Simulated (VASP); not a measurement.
Crystal: BN.

```xyz
2
Lattice="1.2594 0.7271 3.3953 -1.2594 0.7271 3.3953 0.0000 -1.4542 3.3953" Properties=species:S:1:pos:R:3 pbc="T T T"
N     0.0000    0.0000    6.7964
B     0.0000    0.0000    0.0033
```

This cell differs from its parent crystal: volume scaled by 1.02.

Base run:

| Item | Value |
| --- | --- |
| Program | VASP 6.6.1 |
| Functional | PBEsol |
| Potentials or basis | VASP PAW PBE potentials, release 64 (N, B) |
| Cutoff | 520 eV |
| k mesh | 12 × 12 × 12 |
| Occupations | fermi-dirac, width 0.05 eV |
| Spin | no spin polarisation |

Its results: band gap on the k mesh 4.16 eV, indirect (least direct gap 4.59 eV); pressure -3.6 GPa; largest force 0.004 eV/Å.

**Question.** The run is repeated on the same cell with these changes: functional from PBEsol to PBE0; k mesh from 12 × 12 × 12 to 6 × 6 × 6. What comes out?

**Answer.** Band gap on the k mesh 6.30 eV, indirect (least direct gap 6.82 eV); pressure -6.0 GPa; largest force 0.008 eV/Å.

Several settings changed at once, so the effect can't be laid on one alone.

Caveats: some runs use coarse meshes; the PAW data sets were made with another functional, which shifts forces and pressure a little.

A k mesh can miss the band edges.
